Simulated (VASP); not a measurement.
# MgS (Fm-3m) in VASP: notebook

MgS is run at these levels: r2SCAN; tasks: relaxation of cell and atoms.

Everything below comes from runs of VASP 6.6.1. Logs are shortened: lines on timing, memory, paths and dates and some standing lists are left out, and cuts for length are marked.

### Step 1. The cell of the first run

The structure is cubic, space group Fm-3m (No. 225). Conventional cell: a = 5.203 Å, b = 5.203 Å, c = 5.203 Å, α = 90.00°, β = 90.00°, γ = 90.00°. Mg (site symmetry m-3m) has 6 S at 2.60 Å within 3.4 Å. Within 3.4 Å of S (site symmetry m-3m) lie 6 Mg at 2.60 Å.

### Step 2. Relaxation of cell and atoms, r2SCAN, target pressure 15 GPa, at which the enthalpy is minimised

File POSCAR:

```
MgS
1.0
    0.0000000000      2.6016500000      2.6016500000
    2.6016500000      0.0000000000      2.6016500000
    2.6016500000      2.6016500000      0.0000000000
Mg S
1 1
Direct
    0.0000000000      0.0000000000      0.0000000000
    0.5000000000      0.5000000000      0.5000000000
```

File INCAR.step1:

```
PREC = Accurate ; ENCUT = 600
ISMEAR = 0 ; SIGMA = 0.01
LREAL = F ; LASPH = T
NELM = 80 ; GGA = PE
ALGO = Normal ; EDIFF = 1E-4
LWAVE = T ; LCHARG = F
```

File INCAR.step2:

```
PREC = Accurate ; ENCUT = 600
EDIFF = 1E-6 ; ISMEAR = 0
SIGMA = 0.01 ; LREAL = F
LASPH = T ; NELM = 80
ALGO = Normal ; ISIF = 3
LWAVE = F ; LCHARG = F
METAGGA = R2SCAN ; LMIXTAU = T
IBRION = 2 ; NSW = 100
EDIFFG = -0.002 ; PSTRESS = 150.0
ISTART = 1
```

File KPOINTS:

```
regular mesh
0
Gamma
  8 8 8
```

Potentials or basis: VASP PAW PBE potentials, release 64 (Mg, S).

Started as:

```sh
$ cat potpaw_PBE.64/Mg/POTCAR potpaw_PBE.64/S/POTCAR > POTCAR
$ cp INCAR.step1 INCAR
$ mpirun -np 1 vasp_std > vasp.out
$ cp INCAR.step2 INCAR
$ mpirun -np 1 vasp_std > vasp.out
```

OUTCAR:

```text
PREC = Accurate
   ENCUT = 600
   EDIFF = 1E-6
   ISMEAR = 0
   LREAL = F
   LASPH = T
   NELM = 80
   ISIF = 3
   METAGGA = R2SCAN
   IBRION = 2
   NSW = 100
   EDIFFG = -0.002
   PSTRESS = 150.0
   ISTART = 1

 ion  position               nearest neighbor table
   1  0.000  0.000  0.000-   2 2.60   2 2.60   2 2.60   2 2.60   2 2.60   2 2.60
   2  0.500  0.500  0.500-   1 2.60   1 2.60   1 2.60   1 2.60   1 2.60   1 2.60

  LATTYP: Found a face centered cubic cell.
 ALAT       =     5.2033000000

  Lattice vectors:

 A1 = (   0.0000000000,   2.6016500000,   2.6016500000)
 A2 = (   2.6016500000,   0.0000000000,   2.6016500000)
 A3 = (   2.6016500000,   2.6016500000,   0.0000000000)

Analysis of symmetry for initial positions (statically):
=====================================================================
 Subroutine PRICEL returns:
 Original cell was already a primitive cell.

 Routine SETGRP: Setting up the symmetry group for a
 face centered cubic supercell.

 Subroutine GETGRP returns: Found 48 space group operations
 (whereof 48 operations were pure point group operations)
 out of a pool of 48 trial point group operations.

The static configuration has the point symmetry O_h .

Analysis of symmetry for dynamics (positions and initial velocities):
=====================================================================
 Subroutine PRICEL returns:
 Original cell was already a primitive cell.

 Routine SETGRP: Setting up the symmetry group for a
 face centered cubic supercell.

 Subroutine GETGRP returns: Found 48 space group operations
 (whereof 48 operations were pure point group operations)
 out of a pool of 48 trial point group operations.

The dynamic configuration has the point symmetry O_h .

 Subroutine INISYM returns: Found 48 space group operations
 (whereof 48 operations are pure point group operations),
 and found     1 'primitive' translations

----------------------------------------------------------------------------------------

                                     Primitive cell

  volume of cell :      35.2190

  direct lattice vectors                    reciprocal lattice vectors
     0.000000000  2.601650000  2.601650000    -0.192185728  0.192185728  0.192185728
[... 96 lines left out ...]
   PSTRESS=  150.0 pullay stress
   NELECT =       8.0000    total number of electrons
   NUPDOWN=      -1.0000    fix difference up-down
   EMIN   =  10.00;   EMAX   =-10.00  energy-range for DOS
   EFERMI =   0.00;   METHOD = LEGACY
   ISMEAR =     0;   SIGMA  =   0.01  broadening in eV -4-tet -1-fermi 0-gaus
   EFERMI_NEDOS =   21; number of points for ismear=-14 and -15
   IALGO  =     38    algorithm
   IMIX   =      4    mixing-type and parameters
     AMIX     =   0.40;   BMIX     =  1.00
     AMIX_MAG =   1.60;   BMIX_MAG =  1.00
  volume/ion in A,a.u.               =      17.61       118.83
  Fermi-wavevector in a.u.,A,eV,Ry     =   0.998878  1.887606 13.575323  0.997758
  Thomas-Fermi vector in A             =   2.131131
   LORBIT       =      0    0 simple, 1 ext, 2 COOP (PROOUT), +10 PAW based schemes
   METAGGA = R2SCAN    functional components
   LHFCALC =     F    Hartree Fock is set to
   AEXX    =    0.0000 exact exchange contribution
   IVDW    =     0    specifies the selected vdW correction
   LEPSILON=     F    determine dielectric tensor
   LRPA    =     F    only Hartree local field effects (RPA)
 conjugate gradient relaxation of ions
 non-spin polarized calculation
 Gauss-broadening in eV      SIGMA  =   0.01
  energy-cutoff  :      600.00
  volume of cell :       35.22
 maximum number of plane-waves:      1211
 NGX is ok and might be reduce to    30
   NGX = 15   NGY = 15   NGZ = 15

--------------------------------------- Ionic step        1  -------------------------------------------

 number of electron       7.9999999 magnetization

 Free energy of the ion-electron system (eV)
  ---------------------------------------------------
  ext. energy  EPLUGINS =         0.00000000
  ---------------------------------------------------
  free energy    TOTEN  =       -15.51098022 eV

  energy without entropy =      -15.51098022  energy(sigma->0) =      -15.51098022

------------------------ aborting loop because EDIFF is reached ----------------------------------------

  FORCE on cell =-STRESS in cart. coord.  units (eV):
  Direction    XX          YY          ZZ          XY          YZ          ZX
  --------------------------------------------------------------------------------------
  -------------------------------------------------------------------------------------
  Total       -0.0994265     -0.0994265     -0.0994265     -0.0000000     -0.0000000      0.0000000
  in kB       -4.5231009     -4.5231009     -4.5231009     -0.0000000     -0.0000000      0.0000000
  external PRESSURE =    -154.5231009 kB  Pullay stress =     150.0000000 kB
[... 215 lines left out ...]
--------------------------------------- Ionic step        7  -------------------------------------------

 number of electron       7.9999999 magnetization

 Free energy of the ion-electron system (eV)
  ---------------------------------------------------
  ext. energy  EPLUGINS =         0.00000000
  ---------------------------------------------------
  free energy    TOTEN  =       -15.32147184 eV

  energy without entropy =      -15.32147184  energy(sigma->0) =      -15.32147184

 E-fermi :   4.9398     XC(G=0): -10.7518

 val. band max:        4.8996967175   @ k =   0.0000   0.0000   0.0000
 cond. band min:       8.6318924743   @ k =   0.5000   0.5000   0.0000
 fundamental gap:      3.7321957568
 Fermi energy:         4.9398364451

 k-point     1 :       0.0000    0.0000    0.0000
  band No.  band energies     occupation
      1      -9.2268      2.00000
      2       4.8997      2.00000
      3       4.8997      2.00000
      4       4.8997      2.00000
      5      10.8546      0.00000
      6      13.2756      0.00000
      7      13.2756      0.00000
      8      13.2756      0.00000
[... 243 lines left out ...]
 k-point    24 :      -0.3750    0.2500    0.1250
  band No.  band energies     occupation
      1      -7.2128      2.00000
      2      -0.2426      2.00000
      3       2.2498      2.00000
      4       3.4264      2.00000
      5      11.4169      0.00000
      6      11.9503      0.00000
      7      14.4580      0.00000
      8      15.8082      0.00000

 [... further k-points ...]

------------------------ aborting loop because EDIFF is reached ----------------------------------------

  FORCE on cell =-STRESS in cart. coord.  units (eV):
  Direction    XX          YY          ZZ          XY          YZ          ZX
  --------------------------------------------------------------------------------------
  -------------------------------------------------------------------------------------
  Total        2.8490149      2.8490149      2.8490149      0.0000000      0.0000000      0.0000000
  in kB      149.8848777    149.8848777    149.8848777      0.0000000      0.0000000      0.0000000
  external PRESSURE =      -0.1151223 kB  Pullay stress =     150.0000000 kB
[... 21 lines left out ...]
  energy  without entropy=      -15.3214718400  energy(sigma->0) =      -15.32147184

  enthalpy is  TOTEN    =       -12.4702686647 eV   P V=        2.8512031754

 reached required accuracy - stopping structural energy minimisation
```

OSZICAR.step1:

```text
N       E                     dE             d eps       ncg     rms          rms(c)
DAV:   1     0.274105982685E+02    0.27411E+02   -0.42706E+03   472   0.936E+02
DAV:   2    -0.781572411283E+01   -0.35226E+02   -0.33261E+02   648   0.111E+02
DAV:   3    -0.890317557366E+01   -0.10875E+01   -0.10875E+01   576   0.277E+01
DAV:   4    -0.890792488467E+01   -0.47493E-02   -0.47493E-02   728   0.211E+00
DAV:   5    -0.890792997057E+01   -0.50859E-05   -0.50859E-05   608   0.644E-02    0.440E+00
DAV:   6    -0.854315135498E+01    0.36478E+00   -0.93996E-01   496   0.481E+00    0.346E+00
DAV:   7    -0.850230326971E+01    0.40848E-01   -0.23722E-01   608   0.260E+00    0.231E+00
DAV:   8    -0.850237563400E+01   -0.72364E-04   -0.13333E-02   560   0.982E-01    0.890E-01
DAV:   9    -0.850219643825E+01    0.17920E-03   -0.53452E-04   552   0.189E-01    0.272E-01
DAV:  10    -0.850223591535E+01   -0.39477E-04   -0.14166E-04   384   0.801E-02
   1 F= -.85022359E+01 E0= -.85022359E+01  d E =-.114126E-46
```

It took 2.6 min on 1 thread of AMD EPYC 9R45 (Zen 5), shared host; peak memory 0.16 GiB.

Results:

```yaml
Free_energy: -15.3215 eV
Relaxed_volume: 15.23 Å³/atom
Relaxed_cell: a = 3.505 Å, b = 3.505 Å, c = 3.505 Å, α = 60.00°, β = 60.00°, γ = 60.00°
Space_group_after_relaxing_to_0.1_Å: Fm-3m (No. 225)
Energy_change_on_relaxing_the_run_minimises_the_enthalpy: +94.8 meV/atom
Ionic_steps: 7
Pressure_after_relaxing: 15.0 GPa
Band_gap_on_the_k_mesh: 3.73 eV (least direct gap 5.83 eV)
```

The path:
| step | energy change (eV) | largest force (eV/Å) | pressure (GPa) | volume (Å³) |
| --- | --- | --- | --- | --- |
| 1 | 0.0000 | 0.0000 | -0.45 | 35.22 |
| 2 | 0.6609 | 0.0000 | 33.72 | 27.25 |
| 3 | 0.1840 | 0.0000 | 14.75 | 30.51 |
| 4 | 0.1923 | 0.0000 | 15.14 | 30.42 |
| 5 | 0.1871 | 0.0000 | 14.91 | 30.48 |
| 6 | 0.1891 | 0.0000 | 14.98 | 30.46 |
| 7 | 0.1895 | 0.0000 | 14.99 | 30.45 |

Final structure:
```yaml
crystal:
  lattice:
    - [0.00000, 2.47860, 2.47860]
    - [2.47860, 0.00000, 2.47860]
    - [2.47860, 2.47860, 0.00000]
  atoms:
    - { symbol: Mg, position: [0.00000, 0.00000, 0.00000] }
    - { symbol: S, position: [0.50000, 0.50000, 0.50000] }
```

Levels at points of the mesh, in eV from the valence-band top:
```tsv
k point	band 2	band 3	band 4	band 5	band 6	band 7
(0.00, 0.00, 0.00)	0.00	0.00	0.00	5.95	8.38	8.38
(0.50, 0.00, 0.00)	-5.74	-0.82	-0.82	5.41	7.64	7.64
(0.50, 0.50, 0.00)	-5.11	-2.09	-2.09	3.73	4.41	13.91
```

Caveat: the cell is relaxed towards a set pressure, so the run minimises the enthalpy, not the energy; the PAW data sets were made with another functional, which shifts forces and pressure a little.

### Step 3. Relaxation of cell and atoms, r2SCAN

POSCAR is that of step 2.

File INCAR.step1:

```
  ALGO = Normal
  EDIFF = 1E-4
  ENCUT = 600
  GGA = PE
  ISMEAR = -1
  LASPH = True
  LCHARG = False
  LREAL = False
  LWAVE = True
  NELM = 60
  PREC = Accurate
  SIGMA = 0.1
```

File INCAR.step2:

```
  ALGO = Normal
  EDIFF = 1E-6
  EDIFFG = -0.002
  ENCUT = 600
  IBRION = 2
  ISIF = 3
  ISMEAR = -1
  ISTART = 1
  LASPH = True
  LCHARG = False
  LMIXTAU = True
  LREAL = False
  LWAVE = False
  METAGGA = R2SCAN
  NELM = 60
  NSW = 100
  PREC = Accurate
  SIGMA = 0.1
```

File KPOINTS:

```
k-points
0
Gamma
  16 16 16
```

Potentials or basis: VASP PAW PBE potentials, release 64 (Mg, S).

Started as:

```sh
$ cat potpaw_PBE.64/Mg/POTCAR potpaw_PBE.64/S/POTCAR > POTCAR
$ cp INCAR.step1 INCAR
$ mpirun -np 1 vasp_std > vasp.out
$ cp INCAR.step2 INCAR
$ mpirun -np 1 vasp_std > vasp.out
```

It took 4.9 min on 1 thread of AMD EPYC 9R45 (Zen 5), shared host; peak memory 0.19 GiB.

Results (log left out):

| Quantity | Value |
| --- | --- |
| Free energy | -15.5114 eV |
| Relaxed volume | 17.51 Å³/atom |
| Relaxed cell | a = 3.672 Å, b = 3.672 Å, c = 3.672 Å, α = 60.00°, β = 60.00°, γ = 60.00° |
| Space group after relaxing (to 0.1 Å) | Fm-3m (No. 225) |
| Energy gained by relaxing | 0.1 meV/atom |
| Ionic steps | 4 |
| Pressure after relaxing | 0.0 GPa |
| Band gap on the k mesh | 3.45 eV (least direct gap 4.66 eV) |

The path:
```csv
step,energy change (eV),largest force (eV/Å),pressure (GPa),volume (Å³)
1,0.0000,0.0000,-0.45,35.22
2,-0.0003,0.0000,0.07,34.96
3,-0.0003,0.0000,0.02,35.01
4,-0.0003,0.0000,0.00,35.02
```

Final structure:
```xyz
2
Lattice="0.0000 2.5968 2.5968 2.5968 0.0000 2.5968 2.5968 2.5968 0.0000" Properties=species:S:1:pos:R:3 pbc="T T T"
Mg    0.0000    0.0000    0.0000
S     2.5968    2.5968    2.5968
```

Levels at points of the mesh, in eV from the valence-band top:
| k point | band 2 | band 3 | band 4 | band 5 | band 6 | band 7 |
| --- | --- | --- | --- | --- | --- | --- |
| (0.00, 0.00, 0.00) | 0.00 | 0.00 | 0.00 | 4.66 | 8.53 | 8.53 |
| (0.50, 0.00, 0.00) | -4.91 | -0.63 | -0.63 | 5.23 | 7.51 | 7.51 |
| (0.50, 0.50, 0.00) | -4.30 | -1.74 | -1.74 | 3.45 | 4.91 | 13.20 |

Caveat: the PAW data sets were made with another functional, which shifts forces and pressure a little. A k mesh can miss the band edges.
